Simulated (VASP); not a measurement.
# In (P6_3/mmc) in VASP: further runs

The runs below take In through single point, with r2SCAN.

All numbers are computed with VASP 6.6.1; they aren't measurements. Logs are shortened: lines on timing, memory, paths and dates and some standing lists are left out, and cuts for length are marked.

### Step 1. The cell of the first run

The structure is hexagonal, space group P6_3/mmc (No. 194). The conventional cell has a = 3.347 Å, b = 3.347 Å, c = 5.449 Å, α = 90.00°, β = 90.00°, γ = 120.00°. Within 4.4 Å of In (site symmetry -6m2) lie 12 In at 3.34 to 3.35 Å.

### Step 2. Single point, r2SCAN

Contents of POSCAR:

```
In
1.0
    3.3469381517      0.0000000000      0.0000000000
   -1.6734690758      2.8985334643      0.0000000000
    0.0000000000      0.0000000000      5.4485139734
In
2
Direct
    0.3333333333      0.6666666667      0.2500000000
    0.6666666667      0.3333333333      0.7500000000
```

Contents of INCAR.step1:

```
PREC     = Accurate       # precision mode
ENCUT    = 520            # plane-wave cutoff, eV
ISMEAR   = -1             # smearing method
SIGMA    = 0.1            # smearing width, eV
LREAL    = F              # projectors in reciprocal space
LASPH    = T              # aspherical terms in the spheres
NELM     = 100            # most SCF steps
NBANDS   = 20             # bands
GGA      = PE             # functional
ALGO     = Normal         # electronic algorithm
EDIFF    = 1E-4           # SCF threshold, eV
LWAVE    = T              # write WAVECAR
LCHARG   = F              # write CHGCAR
```

Contents of INCAR.step2:

```
PREC     = Accurate       # precision mode
ENCUT    = 520            # plane-wave cutoff, eV
EDIFF    = 1E-7           # SCF threshold, eV
ISMEAR   = -1             # smearing method
SIGMA    = 0.1            # smearing width, eV
LREAL    = F              # projectors in reciprocal space
LASPH    = T              # aspherical terms in the spheres
NELM     = 100            # most SCF steps
ALGO     = Normal         # electronic algorithm
ISIF     = 2              # what is computed and relaxed
LWAVE    = F              # write WAVECAR
LCHARG   = F              # write CHGCAR
METAGGA  = R2SCAN         # meta-GGA
LMIXTAU  = T            
NBANDS   = 20             # bands
ISTART   = 1
```

Contents of KPOINTS:

```
Automatic mesh
0
Gamma
  11 11 6
```

Potentials or basis: VASP PAW PBE potentials, release 64 (In_d).

The run is started by

```bash
> cat potpaw_PBE.64/In_d/POTCAR > POTCAR
> cp INCAR.step1 INCAR
> mpirun -np 1 vasp_std > vasp.out
> cp INCAR.step2 INCAR
> mpirun -np 1 vasp_std > vasp.out
```

OUTCAR:

```text
PREC = Accurate
   ENCUT = 520
   EDIFF = 1E-7
   ISMEAR = -1
   LREAL = F
   LASPH = T
   NELM = 100
   ISIF = 2
   METAGGA = R2SCAN
   ISTART = 1

 ion  position               nearest neighbor table
   1  0.333  0.667  0.250-   2 3.34   2 3.34   2 3.34   2 3.34   2 3.34   2 3.34
   2  0.667  0.333  0.750-   1 3.34   1 3.34   1 3.34   1 3.34   1 3.34   1 3.34

  LATTYP: Found a hexagonal cell.
 ALAT       =     3.3469381517
 C/A-ratio  =     1.6279099662

  Lattice vectors:

 A1 = (   3.3469381517,   0.0000000000,   0.0000000000)
 A2 = (  -1.6734690758,   2.8985334643,   0.0000000000)
 A3 = (   0.0000000000,   0.0000000000,   5.4485139734)

Analysis of symmetry for initial positions (statically):
=====================================================================
 Subroutine PRICEL returns:
 Original cell was already a primitive cell.

 Routine SETGRP: Setting up the symmetry group for a
 hexagonal supercell.

 Subroutine GETGRP returns: Found 24 space group operations
 (whereof 12 operations were pure point group operations)
 out of a pool of 24 trial point group operations.

The static configuration has the point symmetry D_3d.
 The point group associated with its full space group is D_6h.

Analysis of symmetry for dynamics (positions and initial velocities):
=====================================================================
 Subroutine PRICEL returns:
 Original cell was already a primitive cell.

 Routine SETGRP: Setting up the symmetry group for a
 hexagonal supercell.

 Subroutine GETGRP returns: Found 24 space group operations
 (whereof 12 operations were pure point group operations)
 out of a pool of 24 trial point group operations.

The dynamic configuration has the point symmetry D_3d.
 The point group associated with its full space group is D_6h.

 Subroutine INISYM returns: Found 24 space group operations
 (whereof 12 operations are pure point group operations),
 and found     1 'primitive' translations

----------------------------------------------------------------------------------------

                                     Primitive cell

  volume of cell :      52.8572

  direct lattice vectors                    reciprocal lattice vectors
     3.346938152  0.000000000  0.000000000     0.298780543  0.172501027  0.000000000
    -1.673469076  2.898533464  0.000000000     0.000000000  0.345002054  0.000000000
     0.000000000  0.000000000  5.448513973     0.000000000  0.000000000  0.183536283

  length of vectors
     3.346938152  3.346938152  5.448513973     0.345002054  0.345002054  0.183536283

  position of ions in fractional coordinates (direct lattice)
     0.333333333  0.666666667  0.250000000
     0.666666667  0.333333333  0.750000000

  ion indices of the primitive-cell ions
   primitive index   ion index
                 1           1
                 2           2

----------------------------------------------------------------------------------------

 KPOINTS: Automatic mesh

Automatic generation of k-mesh.
 Grid dimensions read from file:
 generate k-points for:   11   11    6

 Generating k-lattice:

  Cartesian coordinates                     Fractional coordinates (reciprocal lattice)
     0.027161868  0.015681912  0.000000000     0.090909091  0.000000000  0.000000000
     0.000000000  0.031363823  0.000000000     0.000000000  0.090909091  0.000000000
     0.000000000  0.000000000  0.030589380     0.000000000  0.000000000  0.166666667

  Length of vectors
     0.031363823  0.031363823  0.030589380

  Shift w.r.t. Gamma in fractional coordinates (k-lattice)
     0.000000000  0.000000000  0.000000000

 Subroutine IBZKPT returns following result:
 ===========================================

 Found     64 irreducible k-points:

 Following reciprocal coordinates:
            Coordinates               Weight
  0.000000  0.000000  0.000000      1.000000
  0.090909  0.000000  0.000000      6.000000
  0.181818  0.000000  0.000000      6.000000
  0.272727  0.000000  0.000000      6.000000
  0.363636 -0.000000  0.000000      6.000000
  0.454545  0.000000  0.000000      6.000000
[... 16 lines left out ...]
  0.090909  0.090909  0.166667     12.000000
  0.181818  0.090909  0.166667     24.000000
 [... further k-points ...]
   k-points           NKPTS =     64   k-points in BZ     NKDIM =     64   number of bands    NBANDS=     20
   number of dos      NEDOS =    301   number of ions     NIONS =      2
   total plane-waves  NPLWV =  32928
   dimension x,y,z NGX =    28 NGY =   28 NGZ =   42
   dimension x,y,z NGXF=    56 NGYF=   56 NGZF=   84
   ions per type =               2
   NGX,Y,Z   is equivalent  to a cutoff of  13.91, 13.91, 12.82 a.u.
   NGXF,Y,Z  is equivalent  to a cutoff of  27.82, 27.82, 25.63 a.u.
 SYSTEM =  unknown system
   PREC   = accura    normal or accurate (medium, high low for compatibility)
   ISTART =      1    job   : 0-new  1-cont  2-samecut
   ICHARG =      0    charge: 1-file 2-atom 10-const
   ISPIN  =      1    spin polarized calculation?
   LNONCOLLINEAR =      F non collinear calculations
   LSORBIT =      F    spin-orbit coupling
   LASPH  =      T    aspherical Exc in radial PAW
   ENCUT  =  520.0 eV  38.22 Ry    6.18 a.u.   6.22  6.22 10.13*2*pi/ulx,y,z
   NELM   =    100;   NELMIN=  2; NELMDL=  0     # of ELM steps
   EDIFF  = 0.1E-06   stopping-criterion for ELM
   LREAL  =      F    real-space projection
   EDIFFG = 0.1E-05   stopping-criterion for IOM
   NSW    =      0    number of steps for IOM
   IBRION =     -1    ionic relax: 0-MD 1-quasi-New 2-CG
   NFREE  =      0    steps in history (QN), initial steepest desc. (CG)
   ISIF   =      2    stress and relaxation
   ISYM   =      2    0-nonsym 1-usesym 2-fastsym
   POTIM  = 0.5000    time-step for ionic-motion
   TEBEG  =    0.0;   TEEND  =   0.0 temperature during run
   PSTRESS=    0.0 pullay stress
   NELECT =      26.0000    total number of electrons
   NUPDOWN=      -1.0000    fix difference up-down
   EMIN   =  10.00;   EMAX   =-10.00  energy-range for DOS
   EFERMI =   0.00;   METHOD = LEGACY
   ISMEAR =    -1;   SIGMA  =   0.10  broadening in eV -4-tet -1-fermi 0-gaus
   EFERMI_NEDOS =   21; number of points for ismear=-14 and -15
   IALGO  =     38    algorithm
   IMIX   =      4    mixing-type and parameters
     AMIX     =   0.40;   BMIX     =  1.00
     AMIX_MAG =   1.60;   BMIX_MAG =  1.00
  volume/ion in A,a.u.               =      26.43       178.35
  Fermi-wavevector in a.u.,A,eV,Ry     =   1.292304  2.442100 22.722394  1.670049
  Thomas-Fermi vector in A             =   2.424020
   LORBIT       =      0    0 simple, 1 ext, 2 COOP (PROOUT), +10 PAW based schemes
   METAGGA = R2SCAN    functional components
   LHFCALC =     F    Hartree Fock is set to
   AEXX    =    0.0000 exact exchange contribution
   IVDW    =     0    specifies the selected vdW correction
   LEPSILON=     F    determine dielectric tensor
   LRPA    =     F    only Hartree local field effects (RPA)
 non-spin polarized calculation
  energy-cutoff  :      520.00
  volume of cell :       52.86
 maximum number of plane-waves:      1448
 NGX is ok and might be reduce to    28
   NGX = 13   NGY = 13   NGZ = 21

 number of electron      26.0000000 magnetization

 Free energy of the ion-electron system (eV)
  ---------------------------------------------------
  ext. energy  EPLUGINS =         0.00000000
  ---------------------------------------------------
  free energy    TOTEN  =       -45.14315940 eV

  energy without entropy =      -45.11447636  energy(sigma->0) =      -45.12881788

 E-fermi :   7.3785     XC(G=0): -11.0294

 val. band max:        7.3502088887   @ k =   0.2727   0.0909   0.0000
 cond. band min:       7.4260731667   @ k =   0.3636   0.0909   0.3333
 fundamental gap:      0.0758642780
 Fermi energy:         7.3784599248

 k-point     1 :       0.0000    0.0000    0.0000
  band No.  band energies     occupation
      1      -7.9216      2.00000
      2      -7.8466      2.00000
      3      -7.8206      2.00000
      4      -7.8206      2.00000
      5      -7.7905      2.00000
      6      -7.7905      2.00000
[... 12 lines left out ...]
     19      18.8621      0.00000
     20      19.2168      0.00000

 k-point     2 :       0.0909    0.0000    0.0000
  band No.  band energies     occupation
      1      -7.9120      2.00000
      2      -7.8563      2.00000
      3      -7.8031      2.00000
      4      -7.7969      2.00000
      5      -7.7875      2.00000
      6      -7.7680      2.00000
[... 12 lines left out ...]
     19      19.1108      0.00000
     20      19.9749      0.00000

 k-point     3 :       0.1818    0.0000    0.0000
  band No.  band energies     occupation
      1      -7.9299      2.00000
      2      -7.8398      2.00000
      3      -7.8002      2.00000
      4      -7.7841      2.00000
      5      -7.7673      2.00000
      6      -7.7372      2.00000
[... 12 lines left out ...]
     19      18.3941      0.00000
     20      19.8363      0.00000

 k-point     4 :       0.2727    0.0000    0.0000
  band No.  band energies     occupation
      1      -7.9773      2.00000
      2      -7.8410      2.00000
      3      -7.8405      2.00000
      4      -7.7967      2.00000
      5      -7.7665      2.00000
      6      -7.6598      2.00000
[... 12 lines left out ...]
     19      17.4545      0.00000
     20      19.2447      0.00000

 k-point     5 :       0.3636   -0.0000    0.0000
  band No.  band energies     occupation
      1      -8.0213      2.00000
      2      -7.8984      2.00000
      3      -7.8625      2.00000
      4      -7.8218      2.00000
      5      -7.7197      2.00000
      6      -7.6853      2.00000
[... 12 lines left out ...]
     19      16.6700      0.00000
     20      18.6000      0.00000
[... 353 lines left out ...]
      6      -7.6809      2.00000
[... 12 lines left out ...]
     19      15.9940      0.00000
     20      17.9969      0.00000

 k-point    22 :       0.4545    0.0000    0.1667
  band No.  band energies     occupation
      1      -8.0346      2.00000
      2      -7.9518      2.00000
      3      -7.8794      2.00000
      4      -7.8156      2.00000
      5      -7.7584      2.00000
      6      -7.6576      2.00000
[... 12 lines left out ...]
     19      15.5940      0.00000
     20      17.7039      0.00000

 k-point    23 :       0.0909    0.0909    0.1667
  band No.  band energies     occupation
      1      -7.8993      2.00000
      2      -7.8669      2.00000
      3      -7.8212      2.00000
      4      -7.7904      2.00000
      5      -7.7767      2.00000
      6      -7.7458      2.00000
[... 12 lines left out ...]
     19      18.3817      0.00000
     20      19.1496      0.00000

 k-point    24 :       0.1818    0.0909    0.1667
  band No.  band energies     occupation
      1      -7.9258      2.00000
      2      -7.8606      2.00000
      3      -7.8330      2.00000
      4      -7.7851      2.00000
      5      -7.7756      2.00000
      6      -7.7059      2.00000
[... 12 lines left out ...]
     19      17.9606      0.00000
     20      18.8973      0.00000

 [... further k-points ...]
[... 5 lines left out ...]
  --------------------------------------------------------------------------------------
  -------------------------------------------------------------------------------------
  Total        0.0124599      0.0124599      0.0003864      0.0000000      0.0000000     -0.0000000
  in kB        0.3776769      0.3776769      0.0117120      0.0000000      0.0000000     -0.0000000
  external PRESSURE =       0.2556886 kB  Pullay stress =       0.0000000 kB

 VOLUME and BASIS-vectors are now :
 -----------------------------------------------------------------------------
  energy-cutoff  :      520.00
  volume of cell :       52.86
      direct lattice vectors                 reciprocal lattice vectors
     3.346938152  0.000000000  0.000000000     0.298780543  0.172501027  0.000000000
    -1.673469076  2.898533464  0.000000000     0.000000000  0.345002054  0.000000000
     0.000000000  0.000000000  5.448513973     0.000000000  0.000000000  0.183536283

 POSITION                                       TOTAL-FORCE (eV/Angst)
 -----------------------------------------------------------------------------------
     -0.00000      1.93236      1.36213        -0.000000      0.000000      0.000000
      1.67347      0.96618      4.08639         0.000000      0.000000      0.000000
 -----------------------------------------------------------------------------------
    total drift:                                0.000000     -0.000000      0.000000

  FREE ENERGIE OF THE ION-ELECTRON SYSTEM (eV)
  ---------------------------------------------------
  free  energy   TOTEN  =       -45.1431594001 eV

  energy  without entropy=      -45.1144763619  energy(sigma->0) =      -45.12881788
```

It took 7.4 min on 1 thread of Intel Xeon 6975P-C, shared host; peak memory 0.22 GiB.

What came out:

```yaml
Free_energy: -45.1432 eV
Pressure: 0.0 GPa
Band_gap_on_the_k_mesh: zero (band 13 reaches 11.19 eV, above the bottom of band 14 at 4.72 eV)
```

Caveat: the PAW data sets were made with another functional, which shifts forces and pressure a little; spin-orbit coupling is left out, which moves the levels of the heavy elements.

### Step 3. Single point, r2SCAN (volume scaled by 0.88)

Contents of POSCAR:

```
In
1.0
    3.2073171841      0.0000000000      0.0000000000
   -1.6036585920      2.7776181594      0.0000000000
    0.0000000000      0.0000000000      5.2212236087
In
2
Direct
    0.3333333333      0.6666666667      0.2500000000
    0.6666666667      0.3333333333      0.7500000000
```

Contents of INCAR.step1:

```
SYSTEM = In
PREC = Accurate
ENCUT = 520
ISMEAR = -1
SIGMA = 0.1
LREAL = .False.
LASPH = .True.
NELM = 100
NBANDS = 20
GGA = PE
ALGO = Normal
EDIFF = 1E-4
LWAVE = .True.
LCHARG = .False.
```

Contents of INCAR.step2:

```
SYSTEM = In
PREC = Accurate
ENCUT = 520
EDIFF = 1E-6
ISMEAR = -1
SIGMA = 0.1
LREAL = .False.
LASPH = .True.
NELM = 100
ALGO = Normal
ISIF = 2
LWAVE = .False.
LCHARG = .False.
METAGGA = R2SCAN
LMIXTAU = .True.
NBANDS = 20
ISTART = 1
```

Contents of KPOINTS:

```
Automatic mesh
0
Gamma
  12 12 7
  0 0 0
```

Potentials or basis: VASP PAW PBE potentials, release 64 (In_d).

The run is started by

```bash
> cat potpaw_PBE.64/In_d/POTCAR > POTCAR
> cp INCAR.step1 INCAR
> mpirun -np 1 vasp_std > vasp.out
> cp INCAR.step2 INCAR
> mpirun -np 1 vasp_std > vasp.out
```

Wall time 2.7 min (1 thread of Intel Xeon 6975P-C, shared host); peak memory 0.2 GiB.

The run converged. Its results:

* Free energy: -44.9987 eV
* Pressure: 7.4 GPa
* Band gap on the k mesh: zero (band 13 reaches 12.19 eV, above the bottom of band 14 at 6.29 eV)

Stress tensor (GPa, compression positive):
```
7.62 0.00 0.00
0.00 7.62 0.00
0.00 0.00 6.97
```

Levels at points of the mesh, in eV from the Fermi level:
| k point | band 11 | band 12 | band 13 | band 14 | band 15 | band 16 |
| --- | --- | --- | --- | --- | --- | --- |
| (0.00, 0.00, 0.00) | -11.00 | -4.55 | -4.21 | 9.61 | 9.61 | 11.69 |
| (0.50, 0.00, 0.00) | -5.43 | -4.90 | 0.44 | 0.76 | 0.79 | 3.20 |

Caveat: the PAW data sets were made with another functional, which shifts forces and pressure a little; spin-orbit coupling is left out, which moves the levels of the heavy elements.

### Step 4. Single point, r2SCAN (volume scaled by 0.92)

Contents of POSCAR:

```
In
1.0
    3.2551946484      0.0000000000      0.0000000000
   -1.6275973242      2.8190812598      0.0000000000
    0.0000000000      0.0000000000      5.2991638100
In
2
Direct
    0.3333333333      0.6666666667      0.2500000000
    0.6666666667      0.3333333333      0.7500000000
```

INCAR.step1 is that of step 3.

INCAR.step2 is that of step 3.

Contents of KPOINTS:

```
regular mesh
0
Gamma
  12 12 7
  0 0 0
```

The run is started by

```bash
> cat potpaw_PBE.64/In_d/POTCAR > POTCAR
> cp INCAR.step1 INCAR
> mpirun -np 1 vasp_std > vasp.out
> cp INCAR.step2 INCAR
> mpirun -np 1 vasp_std > vasp.out
```

Wall time 2.3 min (1 thread of Intel Xeon 6975P-C, shared host); peak memory 0.2 GiB.

The run converged. Its results:

```
Free energy            : -45.0771 eV
Pressure               : 4.3 GPa
Band gap on the k mesh : zero (band 13 reaches 11.50 eV, above the bottom of band 14 at 5.82 eV)
```

Stress tensor (GPa, compression positive):
```
4.54 0.00 0.00
0.00 4.54 0.00
0.00 0.00 3.86
```

Levels at points of the mesh, in eV from the Fermi level:
| k point | band 10 | band 11 | band 12 | band 13 | band 14 | band 15 | band 16 | band 17 |
| --- | --- | --- | --- | --- | --- | --- | --- | --- |
| (0.00, 0.00, 0.00) | -14.97 | -10.63 | -4.52 | -3.97 | 9.28 | 9.28 | 11.31 | 11.31 |
| (0.50, 0.00, 0.00) | -14.92 | -5.32 | -4.70 | 0.44 | 0.59 | 0.82 | 3.16 | 4.35 |

Caveat: the PAW data sets were made with another functional, which shifts forces and pressure a little; spin-orbit coupling is left out, which moves the levels of the heavy elements.

### Step 5. The runs side by side

| cell | k mesh | gap on the mesh (eV) | pressure (GPa) |
| --- | --- | --- | --- |
| a = 3.347, b = 3.347, c = 5.449 Å, angles 90.0, 90.0, 120.0°, 2 atoms | 11 × 11 × 6 | none | 0.0 |
| a = 3.207, b = 3.207, c = 5.221 Å, angles 90.0, 90.0, 120.0°, 2 atoms | 12 × 12 × 7 | none | 7.4 |
| a = 3.255, b = 3.255, c = 5.299 Å, angles 90.0, 90.0, 120.0°, 2 atoms | 12 × 12 × 7 | none | 4.3 |

Alike in all rows: task single point; level r2SCAN; potentials or basis VASP PAW PBE potentials, release 64 (In_d); no spin polarisation; cutoff (eV) 520; smearing fermi-dirac 0.1 eV.

Caveats: the PAW data sets were made with another functional, which shifts forces and pressure a little; spin-orbit coupling is left out, which moves the levels of the heavy elements.

Total energies depend on the potentials used, so only differences within one code and one set of settings carry meaning.
